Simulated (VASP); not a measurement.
# HfZrSe4 (P-6m2) in VASP: further runs

Runs on HfZrSe4. Level: PBE. Tasks: single point, relaxation of cell and atoms.

All numbers are computed with VASP 6.6.1; they aren't measurements. Logs are shortened: lines on timing, memory, paths and dates and some standing lists are left out, and cuts for length are marked.

## 1. The cell of the first run

Symmetry: P-6m2, No. 187, hexagonal system. The conventional cell has a = 5.520 Å, b = 5.520 Å, c = 5.083 Å, α = 90.00°, β = 90.00°, γ = 120.00°. Within 3.9 Å of Zr (site symmetry -6m2) lie 9 Se at 2.98 to 3.19 Å and 3 Hf at 3.19 Å. Hf (site symmetry -6m2) has 3 Zr at 3.19 Å and 15 Se at 3.19 to 3.75 Å within 4.2 Å. Within 4.0 Å of Se (site symmetry -6m2) lie 6 Se at 3.02 Å and 3 Zr at 3.19 Å and 3 Hf at 3.19 Å. Se (site symmetry mm2) has 6 Se at 2.70 to 3.02 Å and 2 Zr at 2.98 Å within 3.6 Å.

## 2. Single point, PBE

INCAR reads:

```
ALGO = Normal
EDIFF = 1E-6
ENCUT = 520
GGA = PE
ISIF = 2
ISMEAR = 0
LASPH = T
LCHARG = F
LREAL = F
LWAVE = F
NBANDS = 32
NELM = 60
PREC = Accurate
SIGMA = 0.1
```

KPOINTS reads:

```
k-points
0
Gamma
  6 6 4
```

POSCAR reads:

```
HfZrSe4
1.0
    5.5199432613      0.0000000000      0.0000000000
   -2.7599716307      4.7804110917      0.0000000000
    0.0000000000      0.0000000000      5.0828631186
Zr Hf Se
1 1 4
Direct
    0.6666666667      0.3333333333      0.0000000000
    0.3333333333      0.6666666667      0.0000000000
    0.0000000000      0.0000000000      0.0000000000
    0.3402654610      0.1701327305      0.5000000000
    0.8298672695      0.1701327305      0.5000000000
    0.8298672695      0.6597345390      0.5000000000
```

Potentials or basis: VASP PAW PBE potentials, release 64 (Zr_sv, Hf_pv, Se).

Launch:

```bash
$ cat potpaw_PBE.64/Zr_sv/POTCAR potpaw_PBE.64/Hf_pv/POTCAR potpaw_PBE.64/Se/POTCAR > POTCAR
$ mpirun -np 1 vasp_std > vasp.out
```

OUTCAR:

```text
EDIFF = 1E-6
   ENCUT = 520
   GGA = PE
   ISIF = 2
   ISMEAR = 0
   LASPH = T
   LREAL = F
   NELM = 60
   PREC = Accurate

 ion  position               nearest neighbor table
   1  0.667  0.333  0.000-   5 2.98   5 2.98   6 2.98   6 2.98   4 2.98   4 2.98   2 3.19   2 3.19
                             3 3.19   3 3.19   3 3.19   2 3.19
   2  0.333  0.667  0.000-   1 3.19   1 3.19   3 3.19   3 3.19   3 3.19   1 3.19
   3  0.000  0.000  0.000-   1 3.19   2 3.19   2 3.19   1 3.19   1 3.19   2 3.19
   4  0.340  0.170  0.500-   6 2.70   5 2.70   1 2.98   1 2.98
   5  0.830  0.170  0.500-   6 2.70   4 2.70   1 2.98   1 2.98
   6  0.830  0.660  0.500-   4 2.70   5 2.70   1 2.98   1 2.98

  LATTYP: Found a hexagonal cell.
 ALAT       =     5.5199432613
 C/A-ratio  =     0.9208180008

  Lattice vectors:

 A1 = (   5.5199432613,   0.0000000000,   0.0000000000)
 A2 = (  -2.7599716307,   4.7804110917,   0.0000000000)
 A3 = (   0.0000000000,   0.0000000000,   5.0828631186)

Analysis of symmetry for initial positions (statically):
=====================================================================
 Subroutine PRICEL returns:
 Original cell was already a primitive cell.

 Routine SETGRP: Setting up the symmetry group for a
 hexagonal supercell.

 Subroutine GETGRP returns: Found 12 space group operations
 (whereof 12 operations were pure point group operations)
 out of a pool of 24 trial point group operations.

The static configuration has the point symmetry D_3h.

Analysis of symmetry for dynamics (positions and initial velocities):
=====================================================================
 Subroutine PRICEL returns:
 Original cell was already a primitive cell.

 Routine SETGRP: Setting up the symmetry group for a
 hexagonal supercell.

 Subroutine GETGRP returns: Found 12 space group operations
 (whereof 12 operations were pure point group operations)
 out of a pool of 24 trial point group operations.

The dynamic configuration has the point symmetry D_3h.

 Subroutine INISYM returns: Found 12 space group operations
 (whereof 12 operations are pure point group operations),
 and found     1 'primitive' translations

----------------------------------------------------------------------------------------

                                     Primitive cell

  volume of cell :     134.1245

[... 92 lines left out ...]
   EDIFF  = 0.1E-05   stopping-criterion for ELM
   LREAL  =      F    real-space projection
   EDIFFG = 0.1E-04   stopping-criterion for IOM
   NSW    =      0    number of steps for IOM
   IBRION =     -1    ionic relax: 0-MD 1-quasi-New 2-CG
   NFREE  =      0    steps in history (QN), initial steepest desc. (CG)
   ISIF   =      2    stress and relaxation
   ISYM   =      2    0-nonsym 1-usesym 2-fastsym
   POTIM  = 0.5000    time-step for ionic-motion
   TEBEG  =    0.0;   TEEND  =   0.0 temperature during run
   PSTRESS=    0.0 pullay stress
   NELECT =      46.0000    total number of electrons
   NUPDOWN=      -1.0000    fix difference up-down
   EMIN   =  10.00;   EMAX   =-10.00  energy-range for DOS
   EFERMI =   0.00;   METHOD = LEGACY
   ISMEAR =     0;   SIGMA  =   0.10  broadening in eV -4-tet -1-fermi 0-gaus
   EFERMI_NEDOS =   21; number of points for ismear=-14 and -15
   IALGO  =     38    algorithm
   IMIX   =      4    mixing-type and parameters
     AMIX     =   0.40;   BMIX     =  1.00
     AMIX_MAG =   1.60;   BMIX_MAG =  1.00
  volume/ion in A,a.u.               =      22.35       150.85
  Fermi-wavevector in a.u.,A,eV,Ry     =   1.145930  2.165493 17.866560  1.313155
  Thomas-Fermi vector in A             =   2.282616
   LORBIT       =      0    0 simple, 1 ext, 2 COOP (PROOUT), +10 PAW based schemes
   GGA     = PE    functional components
   LHFCALC =     F    Hartree Fock is set to
   AEXX    =    0.0000 exact exchange contribution
   IVDW    =     0    specifies the selected vdW correction
   LEPSILON=     F    determine dielectric tensor
   LRPA    =     F    only Hartree local field effects (RPA)
 non-spin polarized calculation
 Gauss-broadening in eV      SIGMA  =   0.10
  energy-cutoff  :      520.00
  volume of cell :      134.12
 maximum number of plane-waves:      3642
 NGX is ok and might be reduce to    42
   NGX = 21   NGY = 21   NGZ = 19

 number of electron      45.9999998 magnetization

 Free energy of the ion-electron system (eV)
  ---------------------------------------------------
  ext. energy  EPLUGINS =         0.00000000
  ---------------------------------------------------
  free energy    TOTEN  =       -30.96967843 eV

  energy without entropy =      -30.94250035  energy(sigma->0) =      -30.95608939

 E-fermi :   6.1636     XC(G=0): -10.4412

 val. band max:        6.1611336234   @ k =   0.3333   0.3333   0.2500
 cond. band min:       6.1925133158   @ k =   0.3333   0.1667   0.2500
 fundamental gap:      0.0313796924
 Fermi energy:         6.1635757787

 k-point     1 :       0.0000    0.0000    0.0000
  band No.  band energies     occupation
      1     -43.1031      2.00000
      2     -26.4456      2.00000
      3     -25.9661      2.00000
      4     -25.9661      2.00000
      5     -21.2273      2.00000
      6     -21.0981      2.00000
[... 724 lines left out ...]
     31       8.8933      0.00000
     32       9.6964      0.00000

------------------------ aborting loop because EDIFF is reached ----------------------------------------

  FORCE on cell =-STRESS in cart. coord.  units (eV):
  Direction    XX          YY          ZZ          XY          YZ          ZX
  --------------------------------------------------------------------------------------
  -------------------------------------------------------------------------------------
  Total       -0.3810963     -0.3810963     -0.1593046      0.0000000      0.0000000      0.0000000
  in kB       -4.5523650     -4.5523650     -1.9029642      0.0000000      0.0000000      0.0000000
  external PRESSURE =      -3.6692314 kB  Pullay stress =       0.0000000 kB

 VOLUME and BASIS-vectors are now :
 -----------------------------------------------------------------------------
  energy-cutoff  :      520.00
  volume of cell :      134.12
      direct lattice vectors                 reciprocal lattice vectors
     5.519943261  0.000000000  0.000000000     0.181161282  0.104593515  0.000000000
    -2.759971631  4.780411092  0.000000000     0.000000000  0.209187030  0.000000000
     0.000000000  0.000000000  5.082863119     0.000000000  0.000000000  0.196739510

 POSITION                                       TOTAL-FORCE (eV/Angst)
 -----------------------------------------------------------------------------------
      2.75997      1.59347      0.00000         0.000000     -0.000000      0.000000
     -0.00000      3.18694      0.00000         0.000000     -0.000000      0.000000
      0.00000      0.00000      0.00000         0.000000     -0.000000      0.000000
      1.40868      0.81330      2.54143        -0.016898     -0.009756     -0.000000
      4.11126      0.81330      2.54143         0.016898     -0.009756     -0.000000
      2.75997      3.15380      2.54143        -0.000000      0.019512      0.000000
 -----------------------------------------------------------------------------------
    total drift:                               -0.000001      0.000000      0.000000

  FREE ENERGIE OF THE ION-ELECTRON SYSTEM (eV)
  ---------------------------------------------------
  free  energy   TOTEN  =       -30.9696784335 eV

  energy  without entropy=      -30.9425003528  energy(sigma->0) =      -30.95608939
```

OSZICAR:

```text
N       E                     dE             d eps       ncg     rms          rms(c)
DAV:   1     0.286545269449E+03    0.28655E+03   -0.22270E+04  1344   0.132E+03
DAV:   2    -0.859390211038E+01   -0.29514E+03   -0.28111E+03  1656   0.307E+02
DAV:   3    -0.320305102776E+02   -0.23437E+02   -0.22690E+02  2120   0.671E+01
DAV:   4    -0.331613328486E+02   -0.11308E+01   -0.11214E+01  1960   0.124E+01
DAV:   5    -0.332131267355E+02   -0.51794E-01   -0.51780E-01  1912   0.186E+00    0.220E+01
DAV:   6    -0.314357468513E+02    0.17774E+01   -0.85525E+00  1776   0.921E+00    0.207E+01
DAV:   7    -0.310712511111E+02    0.36450E+00   -0.20435E+00  1928   0.413E+00    0.122E+01
DAV:   8    -0.310722512441E+02   -0.10001E-02   -0.85291E-01  1720   0.362E+00    0.205E+00
DAV:   9    -0.309807293006E+02    0.91522E-01   -0.52146E-01  1816   0.175E+00    0.147E+00
DAV:  10    -0.309723949692E+02    0.83343E-02   -0.36019E-02  1792   0.727E-01    0.600E-01
DAV:  11    -0.309698646929E+02    0.25303E-02   -0.15798E-02  1968   0.376E-01    0.174E-01
DAV:  12    -0.309696802439E+02    0.18445E-03   -0.11898E-03  1720   0.119E-01    0.335E-02
DAV:  13    -0.309696779438E+02    0.23001E-05   -0.39465E-05  1792   0.282E-02    0.140E-02
DAV:  14    -0.309696795949E+02   -0.16511E-05   -0.11569E-05  1792   0.127E-02    0.706E-03
DAV:  15    -0.309696783923E+02    0.12026E-05   -0.53598E-06  1544   0.671E-03    0.216E-03
DAV:  16    -0.309696784335E+02   -0.41275E-07   -0.40177E-07   992   0.280E-03
   1 F= -.30969678E+02 E0= -.30956089E+02  d E =-.271781E-01
```

stdout:

```text
POSCAR found type information on POSCAR ZrHfSe
 POSCAR found :  3 types and       6 ions
 scaLAPACK will be used
 LDA part: xc-table for (Slater+PW92), standard interpolation
 POSCAR, INCAR and KPOINTS ok, starting setup
 FFT: planning ... GRIDC
 FFT: planning ... GRID_SOFT
 FFT: planning ... GRID
 WAVECAR not read
 entering main loop
```

Run time: 2 min. Hardware: 1 thread of Intel Xeon Platinum 8259CL at 2.50GHz (Skylake/Cascade Lake), shared host; peak memory 0.3 GiB.

What came out:

* Free energy: -30.9697 eV
* Pressure: -0.4 GPa
* Largest force: 0.020 eV/Å
* Band gap on the k mesh: zero (band 23 reaches 6.67 eV, above the bottom of band 24 at 5.80 eV)

Forces in eV/Å, atoms in the order of the input:
```
Zr   0.000  0.000  0.000
Hf   0.000  0.000  0.000
Se   0.000  0.000  0.000
Se  -0.017 -0.010  0.000
Se   0.017 -0.010  0.000
Se   0.000  0.020  0.000
```

Levels at points of the mesh, in eV from the Fermi level:
```tsv
k point	band 19	band 20	band 21	band 22	band 23	band 24	band 25	band 26	band 27	band 28
(0.00, 0.00, 0.00)	-3.18	-2.38	-0.57	-0.32	-0.04	-0.04	0.45	0.45	1.74	2.62
(0.50, 0.00, 0.00)	-2.92	-2.33	-1.70	-0.80	-0.33	0.28	0.78	1.04	1.20	1.42
(0.00, 0.00, 0.50)	-1.14	-0.89	-0.89	0.51	0.51	0.84	1.05	1.05	1.16	1.48
(0.50, 0.00, 0.50)	-2.27	-2.27	-1.30	-1.18	-0.92	0.20	0.66	0.79	0.87	1.20
```

Caveat: spin-orbit coupling is left out, which moves the levels of the heavy elements.

## 3. Relaxation of cell and atoms, PBE

This run uses another cell than the first one, of 26.07 Å³/atom, 1.166 times its volume.

INCAR reads:

```
PREC = Accurate
ENCUT = 600
EDIFF = 1E-7
ISMEAR = 0
SIGMA = 0.1
LREAL = F
LASPH = T
NELM = 60
ALGO = Normal
ISIF = 3
LWAVE = F
LCHARG = F
GGA = PE
IBRION = 2
NSW = 90
EDIFFG = -0.04
```

KPOINTS reads:

```
regular mesh
0
Gamma
  3 3 4
```

POSCAR reads:

```
HfZrSe4
1.0
    6.0627562800      0.0000000000      0.0000000000
   -3.0313781400      5.2505009500      0.0000000000
    0.0000000000      0.0000000000      4.9129492400
Zr Hf Se
1 1 4
Direct
    0.6666666700      0.3333333300      0.0000000000
    0.3333333300      0.6666666700      0.0000000000
    0.0000000000      0.0000000000      0.0000000000
    0.3316383300      0.1658191600      0.5000000000
    0.8341808400      0.1658191600      0.5000000000
    0.8341808400      0.6683616700      0.5000000000
```

Potentials or basis: VASP PAW PBE potentials, release 64 (Zr_sv, Hf_pv, Se).

Launch:

```bash
$ cat potpaw_PBE.64/Zr_sv/POTCAR potpaw_PBE.64/Hf_pv/POTCAR potpaw_PBE.64/Se/POTCAR > POTCAR
$ mpirun -np 1 vasp_std > vasp.out
```

Wall time 6.1 min (1 thread of Intel Xeon Platinum 8259CL at 2.50GHz (Skylake/Cascade Lake), shared host); peak memory 0.34 GiB.

It converged, with:

- Free energy: -30.8011 eV
- Relaxed volume: 22.27 Å³/atom
- Relaxed cell: a = 5.627 Å, b = 5.627 Å, c = 4.872 Å, α = 90.00°, β = 90.00°, γ = 120.00°
- Space group after relaxing (to 0.05 Å): P-6m2 (No. 187)
- Energy gained by relaxing: 147.5 meV/atom
- Ionic steps: 8
- Pressure after relaxing: 0.0 GPa
- Largest force after relaxing: 0.007 eV/Å
- Band gap on the k mesh: zero (band 23 reaches 6.67 eV, above the bottom of band 24 at 5.72 eV)

Forces in eV/Å, atoms in the order of the input:
```
Zr   0.000  0.000  0.000
Hf   0.000  0.000  0.000
Se   0.000  0.000  0.000
Se  -0.006 -0.003  0.000
Se   0.006 -0.003  0.000
Se   0.000  0.007  0.000
```

Stress tensor (GPa, compression positive):
```
-0.09  0.00  0.00
 0.00 -0.09  0.00
 0.00  0.00  0.05
```

Step by step:
```
step  energy change (eV)  largest force (eV/Å)  pressure (GPa)  volume (Å³)
   1              0.0000                0.8863           -8.43       156.39
   2             -0.7765                0.1015            4.18       127.30
   3             -0.8321                0.3439            0.74       132.37
   4             -0.8809                0.0702            0.40       132.92
   5             -0.8818                0.1402            0.38       133.00
   6             -0.8842                0.0324           -0.27       134.03
   7             -0.8842                0.0446           -0.19       133.91
   8             -0.8850                0.0070           -0.04       133.60
```

Final structure:
```xyz
6
Lattice="5.6270 0.0000 0.0000 -2.8135 4.8731 0.0000 0.0000 0.0000 4.8722" Properties=species:S:1:pos:R:3 pbc="T T T"
Zr    2.8135    1.6244    0.0000
Hf    0.0000    3.2487    0.0000
Se    0.0000    0.0000    0.0000
Se    1.4377    0.8301    2.4361
Se    4.1893    0.8301    2.4361
Se    2.8135    3.2130    2.4361
```

Levels at points of the mesh, in eV from the Fermi level:
```csv
k point,band 20,band 21,band 22,band 23,band 24,band 25,band 26,band 27
"(0.00, 0.00, 0.00)",-2.36,-0.28,-0.28,0.15,0.15,0.58,0.58,1.63
"(0.00, 0.00, 0.50)",-0.64,-0.54,0.67,0.67,1.07,1.31,1.31,1.32
```

Caveat: the k points lie up to 0.43 Å⁻¹ apart in the final cell; spin-orbit coupling is left out, which moves the levels of the heavy elements.
